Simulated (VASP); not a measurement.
# Ru (P6_3/mmc) in VASP: notebook, part 2 of 2

VASP 6.6.1.

### Step 4. Relaxation of cell and atoms, PBE+D3(BJ)

Input file INCAR:

```
SYSTEM = Ru
PREC = Accurate
ENCUT = 600
EDIFF = 1E-6
ISMEAR = 0
SIGMA = 0.1
LREAL = .False.
LASPH = .True.
NELM = 60
ALGO = Fast
ISIF = 3
LWAVE = .False.
LCHARG = .False.
GGA = PE
IVDW = 12
IBRION = 2
NSW = 100
EDIFFG = -0.005
```

Input file KPOINTS:

```
regular mesh
0
Gamma
  18 18 10
  0 0 0
```

Input file POSCAR:

```
Ru
1.0
    2.7078263433      0.0000000000      0.0000000000
   -1.3539131716      2.3450464023      0.0000000000
    0.0000000000      0.0000000000      4.2681017800
Ru
2
Direct
    0.3333333300      0.6666666700      0.2500000000
    0.6666666700      0.3333333300      0.7500000000
```

Potentials or basis: VASP PAW PBE potentials, release 64 (Ru_pv).

On the command line:

```console
$ cat potpaw_PBE.64/Ru_pv/POTCAR > POTCAR
$ mpirun -np 1 vasp_std > vasp.out
```

OUTCAR:

```text
SYSTEM = Ru
   PREC = Accurate
   ENCUT = 600
   EDIFF = 1E-6
   ISMEAR = 0
   LREAL = .False.
   LASPH = .True.
   NELM = 60
   ISIF = 3
   GGA = PE
   IVDW = 12
   IBRION = 2
   NSW = 100
   EDIFFG = -0.005
 IVDW          = 12

 ion  position               nearest neighbor table
   1  0.333  0.667  0.250-   2 2.65   2 2.65   2 2.65   2 2.65   2 2.65   2 2.65
   2  0.667  0.333  0.750-   1 2.65   1 2.65   1 2.65   1 2.65   1 2.65   1 2.65

  LATTYP: Found a hexagonal cell.
 ALAT       =     2.7078263433
 C/A-ratio  =     1.5762095640

  Lattice vectors:

 A1 = (   2.7078263433,   0.0000000000,   0.0000000000)
 A2 = (  -1.3539131716,   2.3450464023,   0.0000000000)
 A3 = (   0.0000000000,   0.0000000000,   4.2681017800)

Analysis of symmetry for initial positions (statically):
=====================================================================
 Subroutine PRICEL returns:
 Original cell was already a primitive cell.

 Routine SETGRP: Setting up the symmetry group for a
 hexagonal supercell.

 Subroutine GETGRP returns: Found 24 space group operations
 (whereof 12 operations were pure point group operations)
 out of a pool of 24 trial point group operations.

The static configuration has the point symmetry D_3d.
 The point group associated with its full space group is D_6h.

Analysis of symmetry for dynamics (positions and initial velocities):
=====================================================================
 Subroutine PRICEL returns:
 Original cell was already a primitive cell.

 Routine SETGRP: Setting up the symmetry group for a
 hexagonal supercell.

 Subroutine GETGRP returns: Found 24 space group operations
 (whereof 12 operations were pure point group operations)
 out of a pool of 24 trial point group operations.

The dynamic configuration has the point symmetry D_3d.
 The point group associated with its full space group is D_6h.

 Subroutine INISYM returns: Found 24 space group operations
 (whereof 12 operations are pure point group operations),
 and found     1 'primitive' translations

----------------------------------------------------------------------------------------

                                     Primitive cell

  volume of cell :      27.1024

  direct lattice vectors                    reciprocal lattice vectors
     2.707826343  0.000000000  0.000000000     0.369299901  0.213215397  0.000000000
    -1.353913172  2.345046402  0.000000000     0.000000000  0.426430794  0.000000000
     0.000000000  0.000000000  4.268101780     0.000000000  0.000000000  0.234296193

  length of vectors
     2.707826343  2.707826343  4.268101780     0.426430794  0.426430794  0.234296193

  position of ions in fractional coordinates (direct lattice)
     0.333333330  0.666666670  0.250000000
     0.666666670  0.333333330  0.750000000

  ion indices of the primitive-cell ions
   primitive index   ion index
                 1           1
                 2           2

----------------------------------------------------------------------------------------

 KPOINTS: regular mesh

Automatic generation of k-mesh.
 Grid dimensions read from file:
 generate k-points for:   18   18   10

 Generating k-lattice:

  Cartesian coordinates                     Fractional coordinates (reciprocal lattice)
     0.020516661  0.011845300  0.000000000     0.055555556  0.000000000  0.000000000
     0.000000000  0.023690600  0.000000000     0.000000000  0.055555556  0.000000000
     0.000000000  0.000000000  0.023429619     0.000000000  0.000000000  0.100000000

  Length of vectors
     0.023690600  0.023690600  0.023429619

  Shift w.r.t. Gamma in fractional coordinates (k-lattice)
     0.000000000  0.000000000  0.000000000

 Subroutine IBZKPT returns following result:
 ===========================================

 Found    222 irreducible k-points:

 Following reciprocal coordinates:
            Coordinates               Weight
  0.000000  0.000000  0.000000      1.000000
  0.055556 -0.000000  0.000000      6.000000
  0.111111 -0.000000  0.000000      6.000000
  0.166667  0.000000  0.000000      6.000000
  0.222222 -0.000000  0.000000      6.000000
  0.277778 -0.000000  0.000000      6.000000
[... 16 lines left out ...]
  0.333333  0.111111  0.000000     12.000000
  0.388889  0.111111  0.000000     12.000000
 [... further k-points ...]
   k-points           NKPTS =    222   k-points in BZ     NKDIM =    222   number of bands    NBANDS=     18
   number of dos      NEDOS =    301   number of ions     NIONS =      2
   total plane-waves  NPLWV =  20736
   dimension x,y,z NGX =    24 NGY =   24 NGZ =   36
   dimension x,y,z NGXF=    48 NGYF=   48 NGZF=   72
   ions per type =               2
   NGX,Y,Z   is equivalent  to a cutoff of  14.73, 14.73, 14.02 a.u.
   NGXF,Y,Z  is equivalent  to a cutoff of  29.47, 29.47, 28.04 a.u.
 SYSTEM =  Ru
   PREC   = accura    normal or accurate (medium, high low for compatibility)
   ISTART =      0    job   : 0-new  1-cont  2-samecut
   ICHARG =      2    charge: 1-file 2-atom 10-const
   ISPIN  =      1    spin polarized calculation?
   LNONCOLLINEAR =      F non collinear calculations
   LSORBIT =      F    spin-orbit coupling
   LASPH  =      T    aspherical Exc in radial PAW
   ENCUT  =  600.0 eV  44.10 Ry    6.64 a.u.   5.41  5.41  8.52*2*pi/ulx,y,z
   NELM   =     60;   NELMIN=  2; NELMDL= -5     # of ELM steps
   EDIFF  = 0.1E-05   stopping-criterion for ELM
   LREAL  =      F    real-space projection
   EDIFFG = -.5E-02   stopping-criterion for IOM
   NSW    =    100    number of steps for IOM
   IBRION =      2    ionic relax: 0-MD 1-quasi-New 2-CG
   NFREE  =      1    steps in history (QN), initial steepest desc. (CG)
   ISIF   =      3    stress and relaxation
   ISYM   =      2    0-nonsym 1-usesym 2-fastsym
   POTIM  = 0.5000    time-step for ionic-motion
   TEBEG  =    0.0;   TEEND  =   0.0 temperature during run
   PSTRESS=    0.0 pullay stress
   NELECT =      28.0000    total number of electrons
   NUPDOWN=      -1.0000    fix difference up-down
   EMIN   =  10.00;   EMAX   =-10.00  energy-range for DOS
   EFERMI =   0.00;   METHOD = LEGACY
   ISMEAR =     0;   SIGMA  =   0.10  broadening in eV -4-tet -1-fermi 0-gaus
   EFERMI_NEDOS =   21; number of points for ismear=-14 and -15
   IALGO  =     68    algorithm
   IMIX   =      4    mixing-type and parameters
     AMIX     =   0.40;   BMIX     =  1.00
     AMIX_MAG =   1.60;   BMIX_MAG =  1.00
  volume/ion in A,a.u.               =      13.55        91.45
  Fermi-wavevector in a.u.,A,eV,Ry     =   1.654977  3.127452 37.265640  2.738947
  Thomas-Fermi vector in A             =   2.743152
   LORBIT       =      0    0 simple, 1 ext, 2 COOP (PROOUT), +10 PAW based schemes
   GGA     = PE    functional components
   LHFCALC =     F    Hartree Fock is set to
   AEXX    =    0.0000 exact exchange contribution
   IVDW    =    12    specifies the selected vdW correction
   LEPSILON=     F    determine dielectric tensor
   LRPA    =     F    only Hartree local field effects (RPA)
 conjugate gradient relaxation of ions
 non-spin polarized calculation
 RMM-DIIS sequential band-by-band and
 Gauss-broadening in eV      SIGMA  =   0.10
  energy-cutoff  :      600.00
  volume of cell :       27.10
 maximum number of plane-waves:       935
 NGX is ok and might be reduce to    24
   NGX = 11   NGY = 11   NGZ = 17

--------------------------------------- Ionic step        1  -------------------------------------------

 number of electron      28.0000001 magnetization

 Free energy of the ion-electron system (eV)
  ---------------------------------------------------
  ext. energy  EPLUGINS =         0.00000000
  ---------------------------------------------------
  free energy    TOTEN  =       -18.46511697 eV

  energy without entropy =      -18.45597426  energy(sigma->0) =      -18.46054562

------------------------ aborting loop because EDIFF is reached ----------------------------------------

 Edisp (eV)   -1.25065

 E8    (eV) :    -0.5706
[... 231 lines left out ...]
--------------------------------------- Ionic step        7  -------------------------------------------

 number of electron      27.9999999 magnetization

 Free energy of the ion-electron system (eV)
  ---------------------------------------------------
  ext. energy  EPLUGINS =         0.00000000
  ---------------------------------------------------
  free energy    TOTEN  =       -18.45627107 eV

  energy without entropy =      -18.44729044  energy(sigma->0) =      -18.45178076

 E-fermi :  13.0238     XC(G=0): -14.1835

 val. band max:       13.0223411956   @ k =   0.1667   0.1111   0.3000
 cond. band min:      13.0343461727   @ k =   0.0000   0.0000   0.2000
 fundamental gap:      0.0120049771
 Fermi energy:        13.0237575309

 k-point     1 :       0.0000    0.0000    0.0000
  band No.  band energies     occupation
      1     -30.6585      2.00000
      2     -29.6926      2.00000
      3     -29.6926      2.00000
      4     -29.5163      2.00000
      5     -29.5163      2.00000
      6     -29.4740      2.00000
[... 481 lines left out ...]
      5     -29.7743      2.00000
      6     -29.6947      2.00000
[... 10 lines left out ...]
     17      16.8386      0.00000
     18      20.5246      0.00000

 [... further k-points ...]

------------------------ aborting loop because EDIFF is reached ----------------------------------------

 Edisp (eV)   -1.26169

 E8    (eV) :    -0.5757
[... 25 lines left out ...]
  FREE ENERGIE OF THE ION-ELECTRON SYSTEM (eV)
  ---------------------------------------------------
  free  energy   TOTEN  =       -19.7179635343 eV

  energy  without entropy=      -19.7089828999  energy(sigma->0) =      -19.71347322

 reached required accuracy - stopping structural energy minimisation
```

OSZICAR:

```text
N       E                     dE             d eps       ncg     rms          rms(c)
DAV:   1     0.308869966011E+03    0.30887E+03   -0.19448E+04  7992   0.192E+03
DAV:   2    -0.124011268252E+02   -0.32127E+03   -0.31548E+03  8458   0.523E+02
DAV:   3    -0.197319537200E+02   -0.73308E+01   -0.71318E+01  8438   0.837E+01
DAV:   4    -0.198062989693E+02   -0.74345E-01   -0.74093E-01  9596   0.749E+00
[... 55 lines left out ...]
DAV:   1    -0.184565556136E+02   -0.16010E-03   -0.11621E-02  8082   0.948E-01    0.103E-01
RMM:   2    -0.184563182322E+02    0.23738E-03   -0.20917E-04  7992   0.138E-01    0.425E-02
RMM:   3    -0.184562695594E+02    0.48673E-04   -0.95894E-05  7992   0.775E-02    0.608E-03
RMM:   4    -0.184562708078E+02   -0.12485E-05   -0.12334E-05  7838   0.263E-02    0.565E-03
RMM:   5    -0.184562710738E+02   -0.26593E-06   -0.22345E-06  4853   0.103E-02
   7 F= -.19717964E+02 E0= -.19713473E+02  d E =-.950580E-04
```

CONTCAR:

```text
Ru
   1.00000000000000
     2.6972256074861627   -0.0000000000002258   -0.0000000000000000
    -1.3486128036934726    2.3358658957869269   -0.0000000000000000
    -0.0000000000000000    0.0000000000000000    4.2655434161326244
  Ru
     2
Direct
     0.3333333300000021    0.6666666699999979    0.2500000000000000
     0.6666666699999979    0.3333333300000021    0.7500000000000000

  0.00000000E+00  0.00000000E+00  0.00000000E+00
  0.00000000E+00  0.00000000E+00  0.00000000E+00
```

Run time: 11 min. Hardware: 1 thread of Intel Xeon 8259CL, shared host; peak memory 0.26 GiB.

Results:

* Free energy: -19.7180 eV
* Relaxed volume: 13.44 Å³/atom
* Relaxed cell: a = 2.697 Å, b = 2.697 Å, c = 4.266 Å, α = 90.00°, β = 90.00°, γ = 120.00°
* Space group after relaxing (to 0.1 Å): P6_3/mmc (No. 194)
* Energy gained by relaxing: 1.1 meV/atom
* Ionic steps: 7
* Pressure after relaxing: 0.0 GPa
* Band gap on the k mesh: zero (bands 14 and 15 overlap by 3.18 eV)
* Dispersion energy per atom: -0.631 eV

The path:
```tsv
step	energy change (eV)	largest force (eV/Å)	pressure (GPa)	volume (Å³)
1	0.0000	0.0000	-2.72	27.10
2	0.0159	0.0000	8.77	26.21
3	-0.0021	0.0000	-0.04	26.88
4	-0.0021	0.0000	0.19	26.86
5	-0.0021	0.0000	0.10	26.87
6	-0.0022	0.0000	-0.03	26.88
7	-0.0022	0.0000	0.01	26.87
```

Final structure:
```
Ru
1.0
     2.69723    0.00000    0.00000
    -1.34861    2.33587    0.00000
     0.00000    0.00000    4.26554
Ru
2
Direct
  0.33333 0.66667 0.25000
  0.66667 0.33333 0.75000
```

### Step 5. Summary

```tsv
task	cell	k mesh	cutoff (eV)	gap on the mesh (eV)	pressure (GPa)
single point	a = 2.708, b = 2.708, c = 4.268 Å, angles 90.0, 90.0, 120.0°, 2 atoms	9 × 9 × 4	500	none	-2.5
single point	a = 2.698, b = 2.698, c = 4.266 Å, angles 90.0, 90.0, 120.0°, 2 atoms	18 × 18 × 10	520	none	-0.1
relaxation of cell and atoms	relaxed from a = 2.708, b = 2.708, c = 4.268 Å, angles 90.0, 90.0, 120.0°, 2 atoms	18 × 18 × 10	600	none	0.0
```

Alike in all rows: level PBE+D3(BJ); potentials or basis VASP PAW PBE potentials, release 64 (Ru_pv); no spin polarisation; smearing gaussian 0.1 eV.

Caveats: some runs use coarse meshes.

Absolute energies hang on the potentials; compare differences alone.
